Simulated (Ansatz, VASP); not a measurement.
**P in VASP and in Ansatz**

INCAR

```
PREC = Accurate ; ENCUT = 500
EDIFF = 1E-6 ; ISMEAR = -1
SIGMA = 0.08 ; LREAL = False
LASPH = True ; NELM = 120
ALGO = Normal ; ISIF = 2
LWAVE = False ; LCHARG = True
GGA = PS ; LELF = True
LVHAR = True ; NBANDS = 8
GGA_COMPAT = False
```

File KPOINTS:

```
Automatic mesh
0
Gamma
  10 10 9
```

Contents of POSCAR:

```
P
1.0
    4.2301758088      0.0000000000      0.0000000000
    0.0000000000      4.2301758088      0.0000000000
    0.0000000000      0.0000000000      4.3780000000
P
1
Direct
    0.0000000000      0.0000000000      0.0000000000
```

Input for Ansatz:

```yaml
crystal:
  lattice:
    - [4.2301758088, 0.0, 0.0]
    - [0.0, 4.2301758088, 0.0]
    - [0.0, 0.0, 4.378]
  atoms:
    - { symbol: P, position: [0.0, 0.0, 0.0] }
kpoints:
  mp_grid: { grid: [10, 10, 9] }
  band_path:
    path:
      - [0.0, 0.0, 0.0]
      - [0.0, 0.5, 0.0]
      - [0.5, 0.5, 0.0]
      - [0.0, 0.0, 0.0]
      - [0.0, 0.0, 0.5]
      - [0.0, 0.5, 0.5]
      - [0.5, 0.5, 0.5]
      - [0.0, 0.0, 0.5]
      - [0.0, 0.5, 0.0]
    npoints: 5
scf:
  occupations: { method: fermi_dirac, width: 0.08 }
hamiltonian:
  xc: pbesol
  pseudopotentials: { kind: all_electron, lapw: { basis_error: 0.00025 } }
output:
  forces: true
  stress: true
  eigenvalues: true
```

Change from the starting cell: equal xx and yy strain of -1 %.

Alike in both runs: task single point; functional PBEsol; k mesh 10 × 10 × 9; occupations fermi-dirac, width 0.08 eV; no spin polarisation.

```csv
,VASP,Ansatz
version,VASP 6.6.1,Ansatz 0.2.0
potentials or method,"VASP PAW PBE potentials, release 64 (P), cutoff 500 eV","all-electron LAPW, scalar-relativistic"
```

```tsv
	VASP	Ansatz	Ansatz less VASP
pressure (GPa)	-4.0	-4.0	+0.01
traceless stress, the component that is largest in VASP (GPa)	0.45	0.45	0.000
```

VASP's potentials were made for PBE, not for PBEsol. Ansatz ran all-electron here, and VASP with PAW potentials.
